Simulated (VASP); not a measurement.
Set up this calculation in VASP 6.6.1, as the native input.

| Property | Result |
| --- | --- |
| Task | single point |
| Functional | LDA |
| Potentials or basis | VASP PAW LDA potentials, release 64 (Si, C) |
| Cutoff | 600 eV |
| k mesh | 8 × 8 × 8 |
| Occupations | gaussian, width 0.1 eV |
| Spin | no spin polarisation |
| Dipole correction | no |
| Further INCAR settings | ALGO = Normal; EDIFF = 1e-06; NBANDS = 11 |

The structure of SiC (l) lies in POSCAR:

```
SiC
1.0
    0.0000000000      2.1769966200      2.1769966200
    2.1769966200      0.0000000000      2.1769966200
    2.1769966200      2.1769966200      0.0000000000
Si C
1 1
Direct
    0.0000000000      0.0000000000      0.0000000000
    0.2500000000      0.2500000000      0.2500000000
```

The input as run:

INCAR

```
PREC = Accurate ; ENCUT = 600
EDIFF = 1E-6 ; ISMEAR = 0
SIGMA = 0.1 ; LREAL = False
LASPH = True ; NELM = 120
ALGO = Normal ; ISIF = 2
LWAVE = False ; LCHARG = False
GGA = CA ; NBANDS = 11
GGA_COMPAT = False
```

KPOINTS

```
regular mesh
0
Gamma
  8 8 8
```

Potentials or basis: VASP PAW LDA potentials, release 64 (Si, C).

The run is started by

```console
$ cat potpaw_LDA.64/Si/POTCAR potpaw_LDA.64/C/POTCAR > POTCAR
$ mpirun -np 1 vasp_std > vasp.out
```

Results of the run:

- Pressure: -3.6 GPa
- Band gap on the k mesh: 1.30 eV, indirect (least direct gap 4.50 eV)

Run time: 11 s on 1 thread of Intel Xeon 8259CL (shared host), peak memory 0.13 GiB.
